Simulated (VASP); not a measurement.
**WSe: relaxation of the atoms with PBE**

WSe, a slab with vacuum:

```
W Se
1.0
     3.31794    0.00000    0.00000
    -1.65897    2.87342    0.00000
     0.00000    0.00000   31.65814
W Se
2 2
Direct
  0.00000 0.00000 0.23691
  0.00000 0.00000 0.76309
  0.33333 0.66667 0.28941
  0.33333 0.66667 0.71059
```

```yaml
Program: VASP 6.6.1
Task: relaxation of the atoms
Functional: PBE
Potentials_or_basis: VASP PAW PBE potentials, release 64 (W_sv, Se)
Cutoff: 450 eV
k_mesh: 9 × 9 × 1
Occupations: fermi-dirac, width 0.05 eV
Spin: no spin polarisation
Dipole_correction: no
Further_INCAR_settings: ALGO = Normal; EDIFF = 1e-07; NELMDL = -8; IBRION = 2; EDIFFG = -0.01; NSW = 80
```

The energy gained by relaxing is 2.6 meV/atom. The ionic steps are 3 and the band gap on the k mesh is 0.36 eV, indirect (least direct gap 0.76 eV).

The path:
| step | energy change (eV) | largest force (eV/Å) | pressure (GPa) |
| --- | --- | --- | --- |
| 1 | 0.0000 | 0.4058 | -4.20 |
| 2 | -0.0077 | 0.2200 | -3.53 |
| 3 | -0.0106 | 0.0012 | -3.77 |

Final structure:
```cif
data_structure
_symmetry_space_group_name_H-M 'P 1'
_symmetry_Int_Tables_number 1
_cell_length_a 3.3179
_cell_length_b 3.3179
_cell_length_c 31.6581
_cell_angle_alpha 90.000
_cell_angle_beta 90.000
_cell_angle_gamma 120.000
_cell_volume 301.82
loop_
_atom_site_label
_atom_site_type_symbol
_atom_site_fract_x
_atom_site_fract_y
_atom_site_fract_z
_atom_site_occupancy
W1 W 0.00000 0.00000 0.23731 1
W2 W 0.00000 0.00000 0.76269 1
Se1 Se 0.33333 0.66667 0.28901 1
Se2 Se 0.33333 0.66667 0.71099 1
```

Levels at points of the mesh, in eV from the valence-band top:
| k point | band 16 | band 17 | band 18 | band 19 | band 20 | band 21 | band 22 | band 23 | band 24 |
| --- | --- | --- | --- | --- | --- | --- | --- | --- | --- |
| (0.00, 0.00, 0.00) | -1.93 | -0.42 | -0.42 | -0.35 | -0.35 | 0.51 | 0.51 | 0.51 | 0.51 |

Wall time 3.7 min on 1 thread of Intel Xeon 6975P-C, with other jobs on the host, peak memory 0.4 GiB.

Caveat: spin-orbit coupling is left out, which moves the levels of the heavy elements.
